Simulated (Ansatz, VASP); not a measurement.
**One calculation of Al, two programs**

Contents of POSCAR:

```
Al
1.0
    0.0000000000      2.0239800000      2.1302389500
    2.0239800000      0.0000000000      2.1302389500
    2.0239800000      2.0239800000      0.0000000000
Al
1
Direct
    0.0000000000      0.0000000000      0.0000000000
```

File INCAR.step1:

```
SYSTEM = Al
ALGO = Normal ; EDIFF = 1E-4
ENCUT = 520 ; GGA = PE
ISMEAR = 0 ; LASPH = .True.
LCHARG = .False. ; LREAL = .False.
LWAVE = .True. ; NBANDS = 8
NELM = 80 ; PREC = Accurate
SIGMA = 0.2
```

File INCAR.step2:

```
SYSTEM = Al
ALGO = Normal ; EDIFF = 1E-6
ENCUT = 520 ; ISIF = 2
ISMEAR = 0 ; ISTART = 1
LASPH = .True. ; LCHARG = .False.
LMIXTAU = .True. ; LREAL = .False.
LWAVE = .False. ; METAGGA = R2SCAN
NBANDS = 8 ; NELM = 80
PREC = Accurate ; SIGMA = 0.2
```

File KPOINTS:

```
k-points
0
Gamma
  20 20 20
  0 0 0
```

Input for Ansatz:

```yaml
crystal:
  lattice:
    - [0.0, 2.02398, 2.13023895]
    - [2.02398, 0.0, 2.13023895]
    - [2.02398, 2.02398, 0.0]
  atoms:
    - { symbol: Al, position: [0.0, 0.0, 0.0] }
basis:
  ecutwfc: 500
kpoints:
  mp_grid: { grid: [20, 20, 20] }
hamiltonian:
  xc: r2scan
scf:
  occupations: { method: gaussian, width: 0.2 }
output:
  forces: true
  stress: true
  eigenvalues: true
```

Change from the starting cell: strain +0.0525 x Voigt [0, 0, 1, 0, 0, 0], atoms carried along.

Alike in both runs: task single point; functional r2SCAN; k mesh 20 × 20 × 20; occupations gaussian, width 0.2 eV; no spin polarisation.

|  | VASP | Ansatz |
| --- | --- | --- |
| version | VASP 6.6.1 | Ansatz 0.2.0 |
| potentials or method | VASP PAW PBE potentials, release 64 (Al), cutoff 520 eV | scalar-relativistic, plane waves, PAW |
| valence electrons in the cell | 3 | 3 |

```csv
,VASP,Ansatz,Ansatz less VASP
gap on the k mesh at the Fermi level (eV),none,none,-
pressure (GPa),-7.0,-6.7,+0.25
"traceless stress, the component that is largest in VASP (GPa)",-1.73,-1.73,-0.002
```

VASP's potentials were made for PBE, not for r2SCAN. A gap of «none» marks a metal or a gap that the smearing closes. With one functional, cell and mesh, what is left measures potentials, basis and numerics.
